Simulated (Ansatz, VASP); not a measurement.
Two plane-wave programs on P2C

```xyz
3
Lattice="1.9002 1.0971 5.2264 -1.9002 1.0971 5.2264 0.0000 -2.1942 5.2264" Properties=species:S:1:pos:R:3 pbc="T T T"
P     0.0000    0.0000   12.5930
P     0.0000    0.0000    3.0863
C     0.0000    0.0000    0.0000
```

Change from the starting cell: species swapped into the CaSi2 type (R-3m, No. 166).

Alike in both runs: task single point; functional PBE; k mesh 6 × 6 × 6; occupations gaussian, width 0.1 eV; no spin polarisation.

|  | VASP | Ansatz |
| --- | --- | --- |
| version | VASP 6.6.1 | Ansatz 0.2.0 |
| potentials or method | VASP PAW PBE potentials, release 64 (P, C), cutoff 600 eV | scalar-relativistic, plane waves, PAW |
| valence electrons in the cell | 14 | 14 |

|  | VASP | Ansatz | Ansatz less VASP |
| --- | --- | --- | --- |
| gap on the k mesh at the Fermi level (eV) | none | none | - |
| pressure (GPa) | -11.6 | -11.5 | +0.10 |
| traceless stress, the component that is largest in VASP (GPa) | -0.03 | -0.10 | -0.077 |
| rms of the force components (eV/Å) | 0.362 | 0.369 | +0.0075 |

Atom by atom the forces differ by 0.007 eV/Å (rms over components). A gap of «none» marks a metal or a gap that the smearing closes. With one functional, cell and mesh, what is left measures potentials, basis and numerics.
